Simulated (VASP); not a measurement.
Here is a VASP 6.6.1 calculation.

The input INCAR:

```
SYSTEM = Ga2As3
PREC = Accurate
ENCUT = 520
EDIFF = 1E-6
ISMEAR = 0
SIGMA = 0.1
LREAL = .FALSE.
LASPH = .TRUE.
NELM = 80
ALGO = Normal
ISIF = 2
LWAVE = .FALSE.
LCHARG = .FALSE.
GGA = PE
NBANDS = 28
```

File KPOINTS:

```
Automatic mesh
0
G
  4 4 4
  0 0 0
```

Contents of POSCAR:

```
Ga2As3
1.0
    4.8968355200      0.0000000000      0.0000000000
    0.0000000000      4.8968355200      0.0000000000
    0.0000000000      0.0000000000      4.8968355200
Ga As
2 3
Direct
    0.0000000000      0.0000000000      0.0000000000
    0.5000000000      0.5000000000      0.5000000000
    0.0000000000      0.5000000000      0.5000000000
    0.5000000000      0.0000000000      0.5000000000
    0.5000000000      0.5000000000      0.0000000000
```

Potentials or basis: VASP PAW PBE potentials, release 64 (Ga_d, As).

The run is started by

```console
$ cat potpaw_PBE.64/Ga_d/POTCAR potpaw_PBE.64/As/POTCAR > POTCAR
$ mpirun -np 1 vasp_std > vasp.out
```

(1) What does it give for the pressure?

## Answers

(1) 1.9 GPa.
